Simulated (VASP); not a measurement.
Wanted: the native input for a VASP 6.6.1 run.

- Task: single point
- Functional: LDA
- Potentials or basis: VASP PAW LDA potentials, release 64 (Be, S)
- Cutoff: 600 eV
- k mesh: 17 × 17 × 17
- Occupations: tetrahedron
- Spin: no spin polarisation
- Dipole correction: no
- Further INCAR settings: ALGO = Normal; EDIFF = 1e-06; NBANDS = 11

The structure of BeS (rocksalt type) lies in POSCAR:

```
BeS
1.0
    0.0000000000      2.2778543656      2.2778543656
    2.2778543656      0.0000000000      2.2778543656
    2.2778543656      2.2778543656      0.0000000000
Be S
1 1
Direct
    0.0000000000      0.0000000000      0.0000000000
    0.5000000000      0.5000000000      0.5000000000
```

One way to write it, as run:

INCAR

```
SYSTEM = BeS
PREC = Accurate ; ENCUT = 600
EDIFF = 1E-6 ; ISMEAR = -4
SIGMA = 0.1 ; LREAL = .FALSE.
LASPH = .TRUE. ; NELM = 120
ALGO = Normal ; ISIF = 2
LWAVE = .FALSE. ; LCHARG = .FALSE.
GGA = CA ; NBANDS = 11
GGA_COMPAT = .FALSE.
```

KPOINTS

```
regular mesh
0
G
  17 17 17
  0 0 0
```

Potentials or basis: VASP PAW LDA potentials, release 64 (Be, S).

Command:

```bash
$ cat potpaw_LDA.64/Be/POTCAR potpaw_LDA.64/S/POTCAR > POTCAR
$ mpirun -np 1 vasp_std > vasp.out
```

Results of the run:

- Pressure: 0.1 GPa
- Band gap on the k mesh: 1.03 eV, indirect (least direct gap 4.31 eV)

Run time: 37 s on 1 thread of Intel(R) Xeon(R) Platinum 8375C CPU @ 2.90GHz (Ice Lake), with other jobs on the host, peak memory 0.17 GiB.
